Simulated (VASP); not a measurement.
# P (P-6m2) in VASP: further runs, part 2 of 2

VASP 6.6.1.

## (5) Single point, PBE

Input file INCAR:

```
SYSTEM = P
  ALGO = Fast
  EDIFF = 1E-7
  ENCUT = 520
  GGA = PE
  ISIF = 2
  ISMEAR = 0
  LASPH = .True.
  LCHARG = .False.
  LREAL = .False.
  LWAVE = .False.
  NBANDS = 14
  NELM = 80
  PREC = Accurate
  SIGMA = 0.1
```

Input file KPOINTS:

```
k-points
0
Gamma
  6 6 4
  0 0 0
```

Input file POSCAR:

```
P
1.0
    3.3816654560     -0.0000000028      0.0000000000
   -1.6908327255      2.9286081934      0.0000000000
    0.0000000000      0.0000000000      5.1898472523
P
3
Direct
    0.3333333333      0.6666666667      0.4746935888
    0.0000000000      0.0000000000      0.7659303403
    0.0000000000      0.0000000000      0.1834870509
```

The run is started by

```sh
cat potpaw_PBE.64/P/POTCAR > POTCAR
mpirun -np 1 vasp_std > vasp.out
```

It took 27 s on 1 thread of Oxide Virtual Turin-like, shared host; peak memory 0.13 GiB.

It converged, with:

```yaml
Free_energy: -14.6900 eV
Pressure: -0.2 GPa
Largest_force: 0.026 eV/Å
Band_gap_on_the_k_mesh: zero (an odd number of electrons rules out a gap without spin polarisation)
```

Forces on the atoms (eV/Å):
```
P    0.000  0.000  0.000
P    0.000  0.000  0.025
P    0.000  0.000 -0.026
```

Stress tensor (GPa, compression positive):
```
-0.15  0.00  0.00
 0.00 -0.15  0.00
 0.00  0.00 -0.34
```

Levels at points of the mesh, in eV from the Fermi level:
```csv
k point,band 5,band 6,band 7,band 8,band 9,band 10,band 11,band 12
"(0.00, 0.00, 0.00)",-1.72,0.42,1.67,1.67,2.42,2.42,2.81,4.20
"(0.50, 0.00, 0.00)",-4.75,-3.70,-2.64,0.78,0.86,2.39,3.94,5.65
"(0.00, 0.00, 0.50)",-1.24,-1.24,0.29,0.29,1.90,2.88,2.88,4.57
"(0.50, 0.00, 0.50)",-3.23,-2.55,-1.32,-1.20,1.20,1.46,3.10,5.37
```

## (6) Single point, PBE

This run uses another cell than the first one, of 17.72 Å³/atom.

Input file INCAR:

```
PREC = Accurate
ENCUT = 520
EDIFF = 1E-6
ISMEAR = 0
SIGMA = 0.1
LREAL = False
LASPH = True
NELM = 80
ALGO = Fast
ISIF = 2
LWAVE = False
LCHARG = True
GGA = PE
LELF = True
LVHAR = True
NBANDS = 14
```

Input file KPOINTS:

```
Automatic mesh
0
Gamma
  18 18 10
```

Input file POSCAR:

```
P
1.0
    3.4667956117      0.0000000000      0.0000000000
   -1.7333978059      3.0023330695      0.0000000000
    0.0000000000      0.0000000000      5.1083978379
P
3
Direct
    0.3333333333      0.6666666667      0.0000000000
    0.0000000000      0.0000000000      0.2915050835
    0.0000000000      0.0000000000      0.7084949165
```

Potentials or basis: VASP PAW PBE potentials, release 64 (P).

The run is started by

```sh
cat potpaw_PBE.64/P/POTCAR > POTCAR
mpirun -np 1 vasp_std > vasp.out
```

OUTCAR:

```text
PREC = Accurate
   ENCUT = 520
   EDIFF = 1E-6
   ISMEAR = 0
   LREAL = False
   LASPH = True
   NELM = 80
   ISIF = 2
   GGA = PE

 ion  position               nearest neighbor table
   1  0.333  0.667  0.000-   2 2.49   3 2.49   2 2.49   3 2.49   2 2.49   3 2.49
   2  0.000  0.000  0.292-   3 2.13   1 2.49   1 2.49   1 2.49
   3  0.000  0.000  0.708-   2 2.13   1 2.49   1 2.49   1 2.49

  LATTYP: Found a hexagonal cell.
 ALAT       =     3.4667956117
 C/A-ratio  =     1.4735214908

  Lattice vectors:

[... 593 lines left out ...]
     12      13.0958      0.00000
     13      14.0886      0.00000
     14      16.4406      0.00000

 [... further k-points ...]
[... 5 lines left out ...]
  --------------------------------------------------------------------------------------
  -------------------------------------------------------------------------------------
  Total       -0.0239406     -0.0239406     -0.1255454      0.0000000      0.0000000      0.0000000
  in kB       -0.7213957     -0.7213957     -3.7830273      0.0000000      0.0000000      0.0000000
  external PRESSURE =      -1.7419396 kB  Pullay stress =       0.0000000 kB

 VOLUME and BASIS-vectors are now :
 -----------------------------------------------------------------------------
  energy-cutoff  :      520.00
  volume of cell :       53.17
      direct lattice vectors                 reciprocal lattice vectors
     3.466795612  0.000000000  0.000000000     0.288450809  0.166537152  0.000000000
    -1.733397806  3.002333070  0.000000000     0.000000000  0.333074305  0.000000000
     0.000000000  0.000000000  5.108397838     0.000000000  0.000000000  0.195756093

 POSITION                                       TOTAL-FORCE (eV/Angst)
 -----------------------------------------------------------------------------------
     -0.00000      2.00156      0.00000        -0.000000      0.000000      0.000000
      0.00000      0.00000      1.48912         0.000000     -0.000000      0.029550
      0.00000      0.00000      3.61927         0.000000     -0.000000     -0.029550
 -----------------------------------------------------------------------------------
    total drift:                                0.000000     -0.000000     -0.000000

  FREE ENERGIE OF THE ION-ELECTRON SYSTEM (eV)
  ---------------------------------------------------
  free  energy   TOTEN  =       -14.6376411060 eV

  energy  without entropy=      -14.6300773580  energy(sigma->0) =      -14.63385923
```

stdout:

```text
POSCAR found type information on POSCAR P
 POSCAR found :  1 types and       3 ions
 scaLAPACK will be used
 LDA part: xc-table for (Slater+PW92), standard interpolation
 POSCAR, INCAR and KPOINTS ok, starting setup
 FFT: planning ... GRIDC
 FFT: planning ... GRID_SOFT
 FFT: planning ... GRID
 WAVECAR not read
 entering main loop
```

It took 2.2 min on 1 thread of Oxide Virtual Turin-like, shared host; peak memory 0.22 GiB.

Results:

```yaml
Free_energy: -14.6376 eV
Pressure: -0.2 GPa
Largest_force: 0.030 eV/Å
Band_gap_on_the_k_mesh: zero (an odd number of electrons rules out a gap without spin polarisation)
```

Forces on the atoms (eV/Å):
```
P    0.000  0.000  0.000
P    0.000  0.000  0.030
P    0.000  0.000 -0.030
```

Levels at points of the mesh, in eV from the Fermi level:
| k point | band 4 | band 5 | band 6 | band 7 | band 8 | band 9 | band 10 | band 11 | band 12 | band 13 |
| --- | --- | --- | --- | --- | --- | --- | --- | --- | --- | --- |
| (0.00, 0.00, 0.00) | -2.22 | -2.22 | -0.36 | 1.19 | 1.19 | 2.10 | 2.10 | 2.68 | 4.07 | 6.47 |
| (0.50, 0.00, 0.00) | -7.22 | -4.64 | -4.04 | -2.76 | 0.55 | 0.69 | 2.02 | 3.78 | 5.55 | 6.91 |
| (0.00, 0.00, 0.50) | -3.77 | -1.68 | -1.68 | -0.24 | -0.24 | 1.45 | 2.49 | 2.49 | 3.91 | 6.91 |
| (0.50, 0.00, 0.50) | -6.30 | -3.51 | -2.54 | -1.56 | -1.42 | 1.26 | 1.32 | 3.29 | 5.35 | 5.71 |

## (7) Relaxation of cell and atoms, PBE

Input file INCAR:

```
PREC = Accurate ; ENCUT = 600
EDIFF = 1E-6 ; ISMEAR = 0
SIGMA = 0.1 ; LREAL = F
LASPH = T ; NELM = 60
ALGO = Fast ; ISIF = 3
LWAVE = F ; LCHARG = F
GGA = PE ; IBRION = 2
NSW = 100 ; EDIFFG = -0.01
```

Input file KPOINTS:

```
regular mesh
0
Gamma
  18 18 10
```

Input file POSCAR:

```
P
1.0
    3.3816654560      0.0000000000      0.0000000000
   -1.6908327280      2.9286081920      0.0000000000
    0.0000000000      0.0000000000      5.1898472523
P
3
Direct
    0.3333333333      0.6666666667      0.0000000000
    0.0000000000      0.0000000000      0.2912367514
    0.0000000000      0.0000000000      0.7087632486
```

The run is started by

```sh
cat potpaw_PBE.64/P/POTCAR > POTCAR
mpirun -np 1 vasp_std > vasp.out
```

Wall time 12 min (1 thread of Oxide Virtual Turin-like, shared host); peak memory 0.24 GiB.

The run converged. Its results:

```
Free energy                           : -14.6381 eV
Relaxed volume                        : 17.73 Å³/atom
Relaxed cell                          : a = 3.471 Å, b = 3.471 Å, c = 5.096 Å, α = 90.00°, β = 90.00°, γ = 120.00°
Space group after relaxing (to 0.1 Å) : P-6m2 (No. 187)
Energy gained by relaxing             : 1.8 meV/atom
Ionic steps                           : 16
Pressure after relaxing               : 0.0 GPa
Band gap on the k mesh                : zero (an odd number of electrons rules out a gap without spin polarisation)
```

The path:
```tsv
step	energy change (eV)	largest force (eV/Å)	pressure (GPa)	volume (Å³)
1	0.0000	0.0514	0.54	51.40
2	-0.0010	0.0090	-0.03	51.83
3	-0.0010	0.0032	-0.10	51.89
4	-0.0019	0.0141	-0.06	52.02
5	-0.0035	0.1048	0.18	52.40
6	-0.0042	0.0721	0.12	52.57
7	-0.0052	0.0216	-0.05	53.06
8	-0.0052	0.0409	-0.08	53.18
9	-0.0052	0.0348	-0.08	53.15
10	-0.0053	0.0169	0.02	53.21
11	-0.0053	0.0202	0.00	53.20
12	-0.0053	0.0213	-0.02	53.20
13	-0.0052	0.0286	-0.05	53.17
14	-0.0053	0.0238	-0.01	53.19
15	-0.0053	0.0233	0.00	53.19
16	-0.0053	0.0019	-0.02	53.18
```

Final structure:
```
P
1.0
     3.47131    0.00000    0.00000
    -1.73565    3.00624    0.00000
     0.00000    0.00000    5.09649
P
3
Cartesian
  0.0000 2.0042 0.0000
  0.0000 0.0000 1.4863
  0.0000 0.0000 3.6102
```

Levels at points of the mesh, in eV from the Fermi level:
```csv
k point,band 6,band 7,band 8,band 9,band 10,band 11
"(0.00, 0.00, 0.00)",-0.40,1.16,1.16,2.10,2.10,2.70
"(0.50, 0.00, 0.00)",-4.06,-2.76,0.54,0.70,2.00,3.79
"(0.00, 0.00, 0.50)",-1.70,-0.27,-0.27,1.43,2.47,2.47
"(0.50, 0.00, 0.50)",-2.53,-1.59,-1.40,1.29,1.32,3.32
```

## (8) Overview

```tsv
task	cell	k mesh	cutoff (eV)	gap on the mesh (eV)	pressure (GPa)	largest force (eV/Å)
single point	a = 3.382, b = 3.382, c = 5.190 Å, angles 90.0, 90.0, 120.0°, 3 atoms, atomic positions A	6 × 6 × 4	520	none	-0.2	0.03
single point	a = 3.467, b = 3.467, c = 5.108 Å, angles 90.0, 90.0, 120.0°, 3 atoms, atomic positions B	18 × 18 × 10	520	none	-0.2	0.03
relaxation of cell and atoms	relaxed from a = 3.382, b = 3.382, c = 5.190 Å, angles 90.0, 90.0, 120.0°, 3 atoms, atomic positions A	18 × 18 × 10	600	none	0.0	-
```

Alike in all rows: level PBE; potentials or basis VASP PAW PBE potentials, release 64 (P); no spin polarisation; smearing gaussian 0.1 eV.

Absolute energies hang on the potentials; compare differences alone.
